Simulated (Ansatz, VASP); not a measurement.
## One calculation of InAs, two programs

POSCAR

```
InAs
1.0
    0.0000000000      2.6417073254      3.9625609880
    2.6417073254      0.0000000000      3.9625609880
    2.6417073254      2.6417073254      0.0000000000
In As
1 1
Direct
    0.0000000000      0.0000000000      0.0000000000
    0.7500000000      0.7500000000      0.7500000000
```

File INCAR.step1:

```
PREC     = Accurate       # precision mode
ENCUT    = 520            # plane-wave cutoff, eV
ISMEAR   = 0              # smearing method
SIGMA    = 0.03           # smearing width, eV
LREAL    = F              # projectors in reciprocal space
LASPH    = T              # aspherical terms in the spheres
NELM     = 100            # most SCF steps
NBANDS   = 16             # bands
GGA      = PE             # functional
ALGO     = Normal         # electronic algorithm
EDIFF    = 1E-4           # SCF threshold, eV
LWAVE    = T              # write WAVECAR
LCHARG   = F              # write CHGCAR
```

INCAR.step2

```
PREC     = Accurate       # precision mode
ENCUT    = 520            # plane-wave cutoff, eV
EDIFF    = 1E-6           # SCF threshold, eV
ISMEAR   = 0              # smearing method
SIGMA    = 0.03           # smearing width, eV
LREAL    = F              # projectors in reciprocal space
LASPH    = T              # aspherical terms in the spheres
NELM     = 100            # most SCF steps
ALGO     = Normal         # electronic algorithm
ISIF     = 2              # what is computed and relaxed
LWAVE    = F              # write WAVECAR
LCHARG   = T              # write CHGCAR
METAGGA  = R2SCAN         # meta-GGA
LMIXTAU  = T            
LELF     = T              # ELF
LVHAR    = T            
NBANDS   = 16             # bands
ISTART   = 1
```

The input KPOINTS:

```
Automatic mesh
0
Gamma
  10 10 10
```

Input for Ansatz:

```yaml
crystal:
  lattice:
    - [0.0, 2.6417073254, 3.962560988]
    - [2.6417073254, 0.0, 3.962560988]
    - [2.6417073254, 2.6417073254, 0.0]
  atoms:
    - { symbol: In, position: [0.0, 0.0, 0.0] }
    - { symbol: As, position: [0.75, 0.75, 0.75] }
basis:
  ecutwfc: 500
kpoints:
  mp_grid: { grid: [10, 10, 10] }
hamiltonian:
  xc: r2scan
scf:
  occupations: { method: gaussian, width: 0.03 }
output:
  forces: true
  stress: true
  eigenvalues: true
```

Alike in both runs: task single point; functional r2SCAN; k mesh 10 × 10 × 10; occupations gaussian, width 0.03 eV; no spin polarisation.

|  | VASP | Ansatz |
| --- | --- | --- |
| version | VASP 6.6.1 | Ansatz 0.2.0 |
| potentials or method | VASP PAW PBE potentials, release 64 (In_d, As), cutoff 520 eV | scalar-relativistic, plane waves, PAW |
| valence electrons in the cell | 18 | 28 |

Ansatz gave:

- gap on the k mesh at the Fermi level (eV): none
- pressure (GPa): 0.2
- traceless stress, the component that is largest in VASP (GPa): -10.99

Estimate VASP's values.

gap on the k mesh at the Fermi level (eV): none; pressure (GPa): 0.2; traceless stress, the component that is largest in VASP (GPa): -10.96.

VASP's potentials were made for PBE, not for r2SCAN. A gap of «none» marks a metal or a gap that the smearing closes. VASP's potentials hold 18 valence electrons a cell and Ansatz's 28, so a difference there can come from the potentials and not from the codes.
